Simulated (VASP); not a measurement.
# CoO (P-6m2) in VASP: further runs

Runs on CoO. Level: PBE. Tasks: single point.

All numbers are computed with VASP 6.6.1; they aren't measurements. Logs are shortened: lines on timing, memory, paths and dates and some standing lists are left out, and cuts for length are marked.

## (1) The cell of the first run

It takes space group P-6m2 (No. 187, hexagonal). The conventional cell has a = 2.884 Å, b = 2.884 Å, c = 2.775 Å, α = 90.00°, β = 90.00°, γ = 120.00°. Co (site symmetry -6m2) has 6 O at 2.17 Å and 8 Co at 2.78 to 2.88 Å within 2.9 Å. O (site symmetry -6m2) has 6 Co at 2.17 Å and 8 O at 2.78 to 2.88 Å within 2.9 Å.

## (2) Single point, PBE, collinear spin, ferromagnetic start (volume scaled by 1.06)

INCAR

```
  PREC = Accurate
  ENCUT = 520
  EDIFF = 1E-6
  ISMEAR = -1
  SIGMA = 0.05
  LREAL = F
  LASPH = T
  NELM = 150
  ALGO = Normal
  ISIF = 2
  LWAVE = F
  LCHARG = F
  ISPIN = 2
  MAGMOM = 2 0
  LORBIT = 11
  LMAXMIX = 4
  GGA = PE
  NBANDS = 18
```

KPOINTS

```
regular mesh
0
Gamma
  11 11 10
```

POSCAR

```
CoO
1.0
    2.8839238876      0.0000000000      0.0000000000
   -1.4419670419      2.4975518047      0.0000000000
    0.0000000000      0.0000000000      2.7751006110
Co O
1 1
Direct
    0.0000000000      0.0000000000      0.5000000000
    0.6666700000      0.3333300000      0.0000000000
```

Potentials or basis: VASP PAW PBE potentials, release 64 (Co, O).

Command:

```
$ cat potpaw_PBE.64/Co/POTCAR potpaw_PBE.64/O/POTCAR > POTCAR
$ mpirun -np 1 vasp_std > vasp.out
```

OUTCAR:

```text
PREC = Accurate
   ENCUT = 520
   EDIFF = 1E-6
   ISMEAR = -1
   LREAL = F
   LASPH = T
   NELM = 150
   ISIF = 2
   ISPIN = 2
   LORBIT = 11
   GGA = PE

 ion  position               nearest neighbor table
   1  0.000  0.000  0.500-   2 2.17   2 2.17   2 2.17   2 2.17   2 2.17   2 2.17
   2  0.667  0.333  0.000-   1 2.17   1 2.17   1 2.17   1 2.17   1 2.17   1 2.17

  LATTYP: Found a hexagonal cell.
 ALAT       =     2.8839238876
 C/A-ratio  =     0.9622655518

  Lattice vectors:

 A1 = (   2.8839238876,   0.0000000000,   0.0000000000)
 A2 = (  -1.4419670419,   2.4975518047,   0.0000000000)
 A3 = (   0.0000000000,   0.0000000000,   2.7751006110)

Analysis of symmetry for initial positions (statically):
=====================================================================
 Subroutine PRICEL returns:
 Original cell was already a primitive cell.

 Routine SETGRP: Setting up the symmetry group for a
 hexagonal supercell.

 Subroutine GETGRP returns: Found  4 space group operations
 (whereof  4 operations were pure point group operations)
 out of a pool of 24 trial point group operations.

The static configuration has the point symmetry C_2v.

Analysis of symmetry for dynamics (positions and initial velocities):
=====================================================================
 Subroutine PRICEL returns:
 Original cell was already a primitive cell.

 Routine SETGRP: Setting up the symmetry group for a
 hexagonal supercell.

 Subroutine GETGRP returns: Found  4 space group operations
 (whereof  4 operations were pure point group operations)
 out of a pool of 24 trial point group operations.

The dynamic configuration has the point symmetry C_2v.

Analysis of structural, dynamic, and magnetic symmetry:
=====================================================================
 Subroutine PRICEL returns:
 Original cell was already a primitive cell.

 Routine SETGRP: Setting up the symmetry group for a
 hexagonal supercell.

 Subroutine GETGRP returns: Found  4 space group operations
 (whereof  4 operations were pure point group operations)
 out of a pool of 24 trial point group operations.

The overall configuration has the point symmetry C_2v.

 Subroutine INISYM returns: Found  4 space group operations
 (whereof  4 operations are pure point group operations),
 and found     1 'primitive' translations

[... 109 lines left out ...]
   ISMEAR =    -1;   SIGMA  =   0.05  broadening in eV -4-tet -1-fermi 0-gaus
   EFERMI_NEDOS =   21; number of points for ismear=-14 and -15
   IALGO  =     38    algorithm
   IMIX   =      4    mixing-type and parameters
     AMIX     =   0.40;   BMIX     =  1.00
     AMIX_MAG =   1.60;   BMIX_MAG =  1.00
  volume/ion in A,a.u.               =       9.99        67.44
  Fermi-wavevector in a.u.,A,eV,Ry     =   1.487692  2.811329 30.112771  2.213226
  Thomas-Fermi vector in A             =   2.600820
   LORBIT       =     11    0 simple, 1 ext, 2 COOP (PROOUT), +10 PAW based schemes
   GGA     = PE    functional components
   LHFCALC =     F    Hartree Fock is set to
   AEXX    =    0.0000 exact exchange contribution
   IVDW    =     0    specifies the selected vdW correction
   LEPSILON=     F    determine dielectric tensor
   LRPA    =     F    only Hartree local field effects (RPA)
 spin polarized calculation
  energy-cutoff  :      520.00
  volume of cell :       19.99
 maximum number of plane-waves:       559
 NGX is ok and might be reduce to    24
   NGX = 11   NGY = 11   NGZ = 11

 number of electron      15.0000001 magnetization       2.9999368

 Free energy of the ion-electron system (eV)
  ---------------------------------------------------
  ext. energy  EPLUGINS =         0.00000000
  ---------------------------------------------------
  free energy    TOTEN  =       -12.90244728 eV

  energy without entropy =      -12.87295607  energy(sigma->0) =      -12.88770168

 E-fermi :   7.4008     XC(G=0): -12.2388

 val. band max:        7.4002459051   @ k =  -0.3636   0.3636   0.4000
 cond. band min:       7.4040774243   @ k =   0.0909   0.0909   0.1000
 fundamental gap:      0.0038315193
 Fermi energy:         7.4008396343

 spin component 1

 k-point     1 :       0.0000    0.0000    0.0000
  band No.  band energies     occupation
      1     -12.5937      1.00000
      2       2.7101      1.00000
      3       2.7102      1.00000
      4       3.3040      1.00000
      5       4.0023      1.00000
      6       4.4674      1.00000
[... 493 lines left out ...]
     17      35.0564      0.00000
     18      36.5574      0.00000

 [... further k-points ...]

 spin component 2

 k-point     1 :       0.0000    0.0000    0.0000
  band No.  band energies     occupation
      1     -11.9543      1.00000
      2       4.0233      1.00000
      3       4.0234      1.00000
      4       4.6640      1.00000
      5       4.9334      1.00000
      6       7.7393      0.00115
[... 493 lines left out ...]
     17      35.2604      0.00000
     18      37.0737      0.00000

 [... further k-points ...]
[... 5 lines left out ...]
  --------------------------------------------------------------------------------------
  -------------------------------------------------------------------------------------
  Total       -1.1025554     -1.1025018     -1.5152097      0.0000490      0.0000000      0.0000000
  in kB      -88.3759233    -88.3716299   -121.4524511      0.0039265      0.0000000      0.0000000
  external PRESSURE =     -99.4000015 kB  Pullay stress =       0.0000000 kB

 VOLUME and BASIS-vectors are now :
 -----------------------------------------------------------------------------
  energy-cutoff  :      520.00
  volume of cell :       19.99
      direct lattice vectors                 reciprocal lattice vectors
     2.883923888  0.000000000  0.000000000     0.346749789  0.200196755  0.000000000
    -1.441967042  2.497551805  0.000000000     0.000000000  0.400392095  0.000000000
     0.000000000  0.000000000  2.775100611     0.000000000  0.000000000  0.360347296

 POSITION                                       TOTAL-FORCE (eV/Angst)
 -----------------------------------------------------------------------------------
      0.00000      0.00000      1.38755         0.000003     -0.000001      0.000000
      1.44197      0.83251      0.00000        -0.000003      0.000001      0.000000
 -----------------------------------------------------------------------------------
    total drift:                                0.000016      0.000023      0.000000

  FREE ENERGIE OF THE ION-ELECTRON SYSTEM (eV)
  ---------------------------------------------------
  free  energy   TOTEN  =       -12.9024472821 eV

  energy  without entropy=      -12.8729560680  energy(sigma->0) =      -12.88770168

 total charge

# of ion       s       p       d       tot
------------------------------------------
    1        0.293   0.351   7.109   7.753
    2        1.564   3.375   0.000   4.939
--------------------------------------------------
tot          1.857   3.726   7.109  12.692

 magnetization (x)

# of ion       s       p       d       tot
------------------------------------------
    1        0.007   0.007   2.544   2.558
    2        0.024   0.370   0.000   0.394
--------------------------------------------------
tot          0.031   0.378   2.544   2.953
```

Run time: 58 s. Hardware: 1 thread of Intel Xeon 6975P-C (Granite Rapids), shared host; peak memory 0.24 GiB.

Results:

```
Free energy                                           : -12.9024 eV
Pressure                                              : -9.9 GPa
Band gap on the k mesh                                : zero (filled and empty bands overlap)
Net moment                                            : 3.00 μB per cell
Site moments                                          : Co +2.56; O +0.39 μB
Valence electrons inside the program's atomic spheres : Co 7.75; O 4.94
```

Caveat: the cell differs from its parent crystal (volume scaled by 1.06); a cell with one magnetic atom can't hold antiferromagnetic order, which such compounds often take; semilocal functionals often make such compounds metallic where correlation or magnetic order opens a gap, which also shifts bond lengths.

## (3) Single point, PBE, collinear spin, ferromagnetic start

This run uses another cell than the first one, of 8.86 Å³/atom, 0.887 times its volume.

INCAR

```
PREC     = Accurate       # precision mode
ENCUT    = 520            # plane-wave cutoff, eV
EDIFF    = 1E-7           # SCF threshold, eV
ISMEAR   = -1             # smearing method
SIGMA    = 0.05           # smearing width, eV
LREAL    = False          # projectors in reciprocal space
LASPH    = True           # aspherical terms in the spheres
NELM     = 150            # most SCF steps
ALGO     = Normal         # electronic algorithm
ISIF     = 2              # what is computed and relaxed
LWAVE    = False          # write WAVECAR
LCHARG   = False          # write CHGCAR
ISPIN    = 2              # spin polarisation
MAGMOM   = 2 0            # initial moments
LORBIT   = 11             # projections on sites
LMAXMIX  = 4              # l up to which the mixer works
GGA      = PE             # functional
NBANDS   = 18             # bands
```

KPOINTS is that of step 2.

POSCAR

```
CoO
1.0
    2.7707103292      0.0000000000      0.0000000000
   -1.3853600625      2.3995059692      0.0000000000
    0.0000000000      0.0000000000      2.6661591038
Co O
1 1
Direct
    0.0000000000      0.0000000000      0.5000000000
    0.6666700000      0.3333300000      0.0000000000
```

Potentials or basis: VASP PAW PBE potentials, release 64 (Co, O).

Command:

```
$ cat potpaw_PBE.64/Co/POTCAR potpaw_PBE.64/O/POTCAR > POTCAR
$ mpirun -np 1 vasp_std > vasp.out
```

Run time: 73 s. Hardware: 1 thread of Intel Xeon Platinum 8488C (Sapphire Rapids), shared host; peak memory 0.22 GiB.

The run converged. Its results:

```
Free energy                                           : -12.8945 eV
Pressure                                              : 13.2 GPa
Band gap on the k mesh                                : zero (filled and empty bands overlap)
Net moment                                            : 3.00 μB per cell
Site moments                                          : Co +2.53; O +0.42 μB
Valence electrons inside the program's atomic spheres : Co 7.96; O 5.00
```

Stress tensor (GPa, compression positive):
```
12.07  0.00  0.00
 0.00 12.07  0.00
 0.00  0.00 15.40
```

Levels at points of the mesh, in eV from the Fermi level:
Spin up:
| k point | band 6 | band 7 | band 8 | band 9 | band 10 | band 11 | band 12 | band 13 |
| --- | --- | --- | --- | --- | --- | --- | --- | --- |
| (0.00, 0.00, 0.00) | -2.91 | -2.91 | -1.00 | -1.00 | 1.03 | 14.95 | 16.62 | 16.62 |
| (0.00, 0.00, 0.50) | -3.40 | -2.24 | -1.27 | -1.27 | 7.23 | 7.30 | 22.12 | 22.12 |
Spin down:
```
           k point  band 3  band 4  band 5  band 6  band 7  band 8  band 9  band 10
(0.00, 0.00, 0.00)   -4.01   -3.23   -2.89    0.21    0.21    0.87    0.87     1.64
(0.00, 0.00, 0.50)   -3.33   -3.32   -1.11   -1.11   -0.07    0.93    0.93     7.77
```

Caveat: a cell with one magnetic atom can't hold antiferromagnetic order, which such compounds often take; semilocal functionals often make such compounds metallic where correlation or magnetic order opens a gap, which also shifts bond lengths. With open d or f shells a metallic result of PBE can be an artefact of self-interaction; +U or a hybrid may open a gap.
